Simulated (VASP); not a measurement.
# SiC5 (P3m1) in VASP: further runs

SiC5 is run at these levels: r2SCAN, PBE; tasks: single point.

All numbers are computed with VASP 6.6.1; they aren't measurements. Logs are shortened: lines on timing, memory, paths and dates and some standing lists are left out, and cuts for length are marked.

### Step 1. The cell of the first run

The structure is trigonal, space group P3m1 (No. 156). The conventional cell has a = 2.725 Å, b = 2.725 Å, c = 6.745 Å, α = 90.00°, β = 90.00°, γ = 120.00°. Within 2.2 Å of C (site symmetry 3m) lie 3 C at 1.65 Å and 1 Si at 1.90 Å. C (site symmetry 3m) has 4 C at 1.53 to 1.66 Å within 2.0 Å. Within 2.0 Å of C (site symmetry 3m) lie 1 C at 1.53 Å and 3 Si at 1.75 Å. Within 2.0 Å of C (site symmetry 3m) lie 4 C at 1.53 to 1.65 Å. C (site symmetry 3m) has 4 C at 1.53 to 1.66 Å within 2.0 Å. Within 2.3 Å of Si (site symmetry 3m) lie 4 C at 1.75 to 1.90 Å.

### Step 2. Single point, r2SCAN

Contents of POSCAR:

```
SiC5
1.0
    2.7247302423      0.0000000000      0.0000000000
   -1.3623651212      2.3596856083      0.0000000000
    0.0000000000      0.0000000000      6.7451248089
C Si
5 1
Direct
    0.0000000000      0.0000000000     -0.0279056134
    0.6666666667      0.3333333333      0.6696755148
    0.3333333333      0.6666666667      0.3656409587
    0.6666666667      0.3333333333      0.8962861346
    0.3333333333      0.6666666667      0.5929510660
    0.0000000000      0.0000000000      0.2533519394
```

Contents of INCAR.step1:

```
SYSTEM = SiC5
PREC = Accurate
ENCUT = 520
ISMEAR = 0
SIGMA = 0.01
LREAL = .FALSE.
LASPH = .TRUE.
NELM = 80
NBANDS = 21
GGA = PE
ALGO = Normal
EDIFF = 1E-4
LWAVE = .TRUE.
LCHARG = .FALSE.
```

Contents of INCAR.step2:

```
SYSTEM = SiC5
PREC = Accurate
ENCUT = 520
EDIFF = 1E-7
ISMEAR = 0
SIGMA = 0.01
LREAL = .FALSE.
LASPH = .TRUE.
NELM = 80
ALGO = Normal
ISIF = 2
LWAVE = .FALSE.
LCHARG = .FALSE.
METAGGA = R2SCAN
LMIXTAU = .TRUE.
NBANDS = 21
ISTART = 1
```

Contents of KPOINTS:

```
Automatic mesh
0
G
  9 9 4
  0 0 0
```

Potentials or basis: VASP PAW PBE potentials, release 64 (C, Si).

Launch:

```bash
cat potpaw_PBE.64/C/POTCAR potpaw_PBE.64/Si/POTCAR > POTCAR
cp INCAR.step1 INCAR
mpirun -np 1 vasp_std > vasp.out
cp INCAR.step2 INCAR
mpirun -np 1 vasp_std > vasp.out
```

OUTCAR:

```text
SYSTEM = SiC5
   PREC = Accurate
   ENCUT = 520
   EDIFF = 1E-7
   ISMEAR = 0
   LREAL = .FALSE.
   LASPH = .TRUE.
   NELM = 80
   ISIF = 2
   METAGGA = R2SCAN
   ISTART = 1

 ion  position               nearest neighbor table
   1  0.000  0.000  0.972-   4 1.65   4 1.65   4 1.65   6 1.90
   2  0.667  0.333  0.670-   4 1.53   5 1.66   5 1.66   5 1.66
   3  0.333  0.667  0.366-   5 1.53   6 1.75   6 1.75   6 1.75
   4  0.667  0.333  0.896-   2 1.53   1 1.65   1 1.65   1 1.65
   5  0.333  0.667  0.593-   3 1.53   2 1.66   2 1.66   2 1.66
   6  0.000  0.000  0.253-   3 1.75   3 1.75   3 1.75   1 1.90

  LATTYP: Found a hexagonal cell.
 ALAT       =     2.7247302423
 C/A-ratio  =     2.4755202200

  Lattice vectors:

 A1 = (   2.7247302423,   0.0000000000,   0.0000000000)
 A2 = (  -1.3623651212,   2.3596856083,   0.0000000000)
 A3 = (   0.0000000000,   0.0000000000,   6.7451248089)

Analysis of symmetry for initial positions (statically):
=====================================================================
 Subroutine PRICEL returns:
 Original cell was already a primitive cell.

 Routine SETGRP: Setting up the symmetry group for a
 hexagonal supercell.

 Subroutine GETGRP returns: Found  6 space group operations
 (whereof  6 operations were pure point group operations)
 out of a pool of 24 trial point group operations.

The static configuration has the point symmetry C_3v.

Analysis of symmetry for dynamics (positions and initial velocities):
=====================================================================
 Subroutine PRICEL returns:
 Original cell was already a primitive cell.

 Routine SETGRP: Setting up the symmetry group for a
 hexagonal supercell.

 Subroutine GETGRP returns: Found  6 space group operations
 (whereof  6 operations were pure point group operations)
 out of a pool of 24 trial point group operations.

The dynamic configuration has the point symmetry C_3v.

 Subroutine INISYM returns: Found  6 space group operations
 (whereof  6 operations are pure point group operations),
 and found     1 'primitive' translations

----------------------------------------------------------------------------------------

                                     Primitive cell

  volume of cell :      43.3678

  direct lattice vectors                    reciprocal lattice vectors
     2.724730242  0.000000000  0.000000000     0.367008809  0.211892634  0.000000000
    -1.362365121  2.359685608  0.000000000     0.000000000  0.423785269  0.000000000
     0.000000000  0.000000000  6.745124809     0.000000000  0.000000000  0.148255226

  length of vectors
     2.724730242  2.724730242  6.745124809     0.423785269  0.423785269  0.148255226

  position of ions in fractional coordinates (direct lattice)
     0.000000000  0.000000000  0.972094387
     0.666666667  0.333333333  0.669675515
     0.333333333  0.666666667  0.365640959
     0.666666667  0.333333333  0.896286135
     0.333333333  0.666666667  0.592951066
     0.000000000  0.000000000  0.253351939

  ion indices of the primitive-cell ions
   primitive index   ion index
                 1           1
                 2           2
                 3           3
                 4           4
                 5           5
                 6           6

----------------------------------------------------------------------------------------

 KPOINTS: Automatic mesh

Automatic generation of k-mesh.
 Grid dimensions read from file:
 generate k-points for:    9    9    4

 Generating k-lattice:

  Cartesian coordinates                     Fractional coordinates (reciprocal lattice)
     0.040778757  0.023543626  0.000000000     0.111111111  0.000000000  0.000000000
     0.000000000  0.047087252  0.000000000     0.000000000  0.111111111  0.000000000
     0.000000000  0.000000000  0.037063806     0.000000000  0.000000000  0.250000000

  Length of vectors
     0.047087252  0.047087252  0.037063806

  Shift w.r.t. Gamma in fractional coordinates (k-lattice)
     0.000000000  0.000000000  0.000000000

 Subroutine IBZKPT returns following result:
 ===========================================

 Found     43 irreducible k-points:

 Following reciprocal coordinates:
            Coordinates               Weight
  0.000000  0.000000  0.000000      1.000000
  0.111111 -0.000000  0.000000      6.000000
  0.222222 -0.000000  0.000000      6.000000
  0.333333 -0.000000  0.000000      6.000000
  0.444444 -0.000000  0.000000      6.000000
  0.111111  0.111111  0.000000      6.000000
[... 16 lines left out ...]
  0.222222  0.111111  0.250000     12.000000
 -0.111111  0.333333  0.250000     12.000000
 [... further k-points ...]
   k-points           NKPTS =     43   k-points in BZ     NKDIM =     43   number of bands    NBANDS=     21
   number of dos      NEDOS =    301   number of ions     NIONS =      6
   total plane-waves  NPLWV =  20000
   dimension x,y,z NGX =    20 NGY =   20 NGZ =   50
   dimension x,y,z NGXF=    40 NGYF=   40 NGZF=  100
   ions per type =               5   1
   NGX,Y,Z   is equivalent  to a cutoff of  12.20, 12.20, 12.32 a.u.
   NGXF,Y,Z  is equivalent  to a cutoff of  24.41, 24.41, 24.65 a.u.
 SYSTEM =  SiC5
   PREC   = accura    normal or accurate (medium, high low for compatibility)
   ISTART =      1    job   : 0-new  1-cont  2-samecut
   ICHARG =      0    charge: 1-file 2-atom 10-const
   ISPIN  =      1    spin polarized calculation?
   LNONCOLLINEAR =      F non collinear calculations
   LSORBIT =      F    spin-orbit coupling
   LASPH  =      T    aspherical Exc in radial PAW
   ENCUT  =  520.0 eV  38.22 Ry    6.18 a.u.   5.07  5.07 12.54*2*pi/ulx,y,z
   NELM   =     80;   NELMIN=  2; NELMDL=  0     # of ELM steps
   EDIFF  = 0.1E-06   stopping-criterion for ELM
   LREAL  =      F    real-space projection
   EDIFFG = 0.1E-05   stopping-criterion for IOM
   NSW    =      0    number of steps for IOM
   IBRION =     -1    ionic relax: 0-MD 1-quasi-New 2-CG
   NFREE  =      0    steps in history (QN), initial steepest desc. (CG)
   ISIF   =      2    stress and relaxation
   ISYM   =      2    0-nonsym 1-usesym 2-fastsym
   POTIM  = 0.5000    time-step for ionic-motion
   TEBEG  =    0.0;   TEEND  =   0.0 temperature during run
   PSTRESS=    0.0 pullay stress
   NELECT =      24.0000    total number of electrons
   NUPDOWN=      -1.0000    fix difference up-down
   EMIN   =  10.00;   EMAX   =-10.00  energy-range for DOS
   EFERMI =   0.00;   METHOD = LEGACY
   ISMEAR =     0;   SIGMA  =   0.01  broadening in eV -4-tet -1-fermi 0-gaus
   EFERMI_NEDOS =   21; number of points for ismear=-14 and -15
   IALGO  =     38    algorithm
   IMIX   =      4    mixing-type and parameters
     AMIX     =   0.40;   BMIX     =  1.00
     AMIX_MAG =   1.60;   BMIX_MAG =  1.00
  volume/ion in A,a.u.               =       7.23        48.78
  Fermi-wavevector in a.u.,A,eV,Ry     =   1.344073  2.539929 24.579345  1.806531
  Thomas-Fermi vector in A             =   2.472095
   LORBIT       =      0    0 simple, 1 ext, 2 COOP (PROOUT), +10 PAW based schemes
   METAGGA = R2SCAN    functional components
   LHFCALC =     F    Hartree Fock is set to
   AEXX    =    0.0000 exact exchange contribution
   IVDW    =     0    specifies the selected vdW correction
   LEPSILON=     F    determine dielectric tensor
   LRPA    =     F    only Hartree local field effects (RPA)
 non-spin polarized calculation
 Gauss-broadening in eV      SIGMA  =   0.01
  energy-cutoff  :      520.00
  volume of cell :       43.37
 maximum number of plane-waves:      1189
   NGX = 11   NGY = 11   NGZ = 25

 number of electron      24.0000001 magnetization

 Free energy of the ion-electron system (eV)
  ---------------------------------------------------
  ext. energy  EPLUGINS =         0.00000000
  ---------------------------------------------------
  free energy    TOTEN  =       -55.63269617 eV

  energy without entropy =      -55.63269617  energy(sigma->0) =      -55.63269617

 E-fermi :   9.8798     XC(G=0): -13.2141

 val. band max:        9.8362344240   @ k =   0.0000   0.0000   0.0000
 cond. band min:      11.6709677463   @ k =   0.4444  -0.0000   0.0000
 fundamental gap:      1.8347333222
 Fermi energy:         9.8798409984

 k-point     1 :       0.0000    0.0000    0.0000
  band No.  band energies     occupation
      1     -11.3023      2.00000
      2      -8.7437      2.00000
      3      -7.5435      2.00000
      4      -0.5605      2.00000
      5       0.9276      2.00000
      6       6.1239      2.00000
[... 13 lines left out ...]
     20      19.5794      0.00000
     21      20.0084      0.00000

 k-point     2 :       0.1111   -0.0000    0.0000
  band No.  band energies     occupation
      1     -11.0327      2.00000
      2      -8.4869      2.00000
      3      -7.2661      2.00000
      4      -0.4030      2.00000
      5       1.1146      2.00000
      6       4.7756      2.00000
[... 13 lines left out ...]
     20      18.9300      0.00000
     21      20.4975      0.00000

 k-point     3 :       0.2222   -0.0000    0.0000
  band No.  band energies     occupation
      1     -10.2342      2.00000
      2      -7.7333      2.00000
      3      -6.4508      2.00000
      4      -0.1616      2.00000
      5       1.4926      2.00000
      6       2.3599      2.00000
[... 13 lines left out ...]
     20      18.9253      0.00000
     21      19.8707      0.00000
[... 457 lines left out ...]
 k-point    23 :       0.2222    0.1111    0.2500
  band No.  band energies     occupation
      1      -9.3643      2.00000
      2      -7.5154      2.00000
      3      -4.8898      2.00000
      4      -1.2759      2.00000
      5       0.8225      2.00000
      6       2.1187      2.00000
[... 13 lines left out ...]
     20      19.3900      0.00000
     21      20.3982      0.00000

 k-point    24 :      -0.1111    0.3333    0.2500
  band No.  band energies     occupation
      1      -9.3675      2.00000
      2      -7.4964      2.00000
      3      -4.9479      2.00000
      4      -1.1538      2.00000
      5       1.1373      2.00000
      6       1.7025      2.00000
[... 13 lines left out ...]
     20      19.8119      0.00000
     21      20.8195      0.00000

 [... further k-points ...]

------------------------ aborting loop because EDIFF is reached ----------------------------------------

  FORCE on cell =-STRESS in cart. coord.  units (eV):
  Direction    XX          YY          ZZ          XY          YZ          ZX
  --------------------------------------------------------------------------------------
  -------------------------------------------------------------------------------------
  Total        0.0947643      0.0947643      0.0351323     -0.0000000      0.0000000      0.0000000
  in kB        3.5009647      3.5009647      1.2979251     -0.0000000      0.0000000      0.0000000
  external PRESSURE =       2.7666182 kB  Pullay stress =       0.0000000 kB

 VOLUME and BASIS-vectors are now :
 -----------------------------------------------------------------------------
  energy-cutoff  :      520.00
  volume of cell :       43.37
      direct lattice vectors                 reciprocal lattice vectors
     2.724730242  0.000000000  0.000000000     0.367008809  0.211892634  0.000000000
    -1.362365121  2.359685608  0.000000000     0.000000000  0.423785269  0.000000000
     0.000000000  0.000000000  6.745124809     0.000000000  0.000000000  0.148255226

 POSITION                                       TOTAL-FORCE (eV/Angst)
 -----------------------------------------------------------------------------------
      0.00000      0.00000      6.55690         0.000000     -0.000000      0.043966
      1.36237      0.78656      4.51704        -0.000000      0.000000     -0.031065
     -0.00000      1.57312      2.46629         0.000000     -0.000000     -0.096647
      1.36237      0.78656      6.04556         0.000000     -0.000000      0.037601
     -0.00000      1.57312      3.99953        -0.000000     -0.000000      0.006067
      0.00000      0.00000      1.70889        -0.000000     -0.000000      0.040077
 -----------------------------------------------------------------------------------
    total drift:                               -0.000000     -0.000000     -0.000079

  FREE ENERGIE OF THE ION-ELECTRON SYSTEM (eV)
  ---------------------------------------------------
  free  energy   TOTEN  =       -55.6326961650 eV

  energy  without entropy=      -55.6326961650  energy(sigma->0) =      -55.63269617
```

Wall time 2.9 min (1 thread of AMD EPYC 9R45 (Zen 5), shared host); peak memory 0.13 GiB.

Results:

```
Free energy            : -55.6327 eV
Pressure               : 0.3 GPa
Largest force          : 0.097 eV/Å
Band gap on the k mesh : 1.83 eV, indirect (least direct gap 3.73 eV)
```

Forces on the atoms (eV/Å):
```
C    0.000  0.000  0.044
C    0.000  0.000 -0.031
C    0.000  0.000 -0.097
C    0.000  0.000  0.038
C    0.000  0.000  0.006
Si   0.000  0.000  0.040
```

Caveat: the PAW data sets were made with another functional, which shifts forces and pressure a little. r2SCAN opens gaps a little over a GGA but as a rule still falls short of measured ones.

### Step 3. Single point, PBE

Contents of INCAR:

```
ALGO = Normal
EDIFF = 1E-7
ENCUT = 520
GGA = PE
ISIF = 2
ISMEAR = 0
LASPH = True
LCHARG = False
LREAL = False
LWAVE = False
NBANDS = 21
NELM = 100
PREC = Accurate
SIGMA = 0.01
```

Contents of KPOINTS:

```
k-points
0
Gamma
  12 12 4
```

POSCAR is that of step 2.

Potentials or basis: VASP PAW PBE potentials, release 64 (C, Si).

Launch:

```bash
cat potpaw_PBE.64/C/POTCAR potpaw_PBE.64/Si/POTCAR > POTCAR
mpirun -np 1 vasp_std > vasp.out
```

Run time: 60 s. Hardware: 1 thread of AMD EPYC 9R45 (Zen 5), shared host; peak memory 0.14 GiB.

The run converged. Its results:

- Free energy: -48.5290 eV
- Pressure: 3.7 GPa
- Largest force: 0.397 eV/Å
- Band gap on the k mesh: 1.36 eV, indirect (least direct gap 3.39 eV)

Forces on the atoms (eV/Å):
```
C    0.000  0.000 -0.175
C    0.000  0.000 -0.110
C    0.000  0.000  0.397
C    0.000  0.000  0.172
C    0.000  0.000  0.049
Si   0.000  0.000 -0.333
```

Stress tensor (GPa, compression positive):
```
3.27 0.00 0.00
0.00 3.27 0.00
0.00 0.00 4.50
```

Levels at points of the mesh, in eV from the valence-band top:
```csv
k point,band 8,band 9,band 10,band 11,band 12,band 13,band 14,band 15,band 16,band 17
"(0.00, 0.00, 0.00)",-2.32,-2.32,-1.37,0.00,0.00,4.19,4.33,4.33,4.61,5.15
"(0.50, 0.00, 0.00)",-6.35,-5.45,-4.51,-4.47,-2.23,1.36,2.91,4.72,5.28,7.59
"(0.00, 0.00, 0.50)",-3.62,-2.26,-2.26,-0.14,-0.14,4.40,4.65,4.65,5.01,5.10
"(0.50, 0.00, 0.50)",-7.03,-6.28,-4.77,-3.16,-1.92,2.37,3.17,3.81,6.36,6.43
```

A k mesh can miss the band edges.

[end of part 1 of 2]
